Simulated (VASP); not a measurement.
Input of a VASP 6.6.1 run:

File INCAR:

```
SYSTEM = SnH5
PREC = Accurate ; ENCUT = 520
EDIFF = 1E-6 ; ISMEAR = 0
SIGMA = 0.1 ; LREAL = .FALSE.
LASPH = .TRUE. ; NELM = 60
ALGO = Normal ; ISIF = 2
LWAVE = .FALSE. ; LCHARG = .TRUE.
GGA = PE ; LELF = .TRUE.
LVHAR = .TRUE. ; NBANDS = 18
```

File KPOINTS:

```
regular mesh
0
G
  6 6 4
  0 0 0
```

File POSCAR:

```
SnH5
1.0
    3.4940462648      0.0000000000      0.0000000000
   -1.7470231324      3.0259328274      0.0000000000
    0.0000000000      0.0000000000      5.6596964781
Sn H
1 5
Direct
    0.3333333333      0.6666666667      0.0000000000
    0.6666666667      0.3333333333      0.6703386235
    0.3333333333      0.6666666667      0.5678102249
    0.6666666667      0.3333333333      0.5000000000
    0.3333333333      0.6666666667      0.4321897751
    0.6666666667      0.3333333333      0.3296613765
```

Potentials or basis: VASP PAW PBE potentials, release 64 (Sn_d, H).

Command:

```console
$ cat potpaw_PBE.64/Sn_d/POTCAR potpaw_PBE.64/H/POTCAR > POTCAR
$ mpirun -np 1 vasp_std > vasp.out
```

Predict the pressure.

-0.2 GPa.

Predict the largest force.

0.018 eV/Å.

Forces in eV/Å, atoms in the order of the input:
```
Sn   0.000  0.000  0.000
H    0.000  0.000 -0.007
H    0.000  0.000 -0.018
H    0.000  0.000  0.000
H    0.000  0.000  0.018
H    0.000  0.000  0.007
```
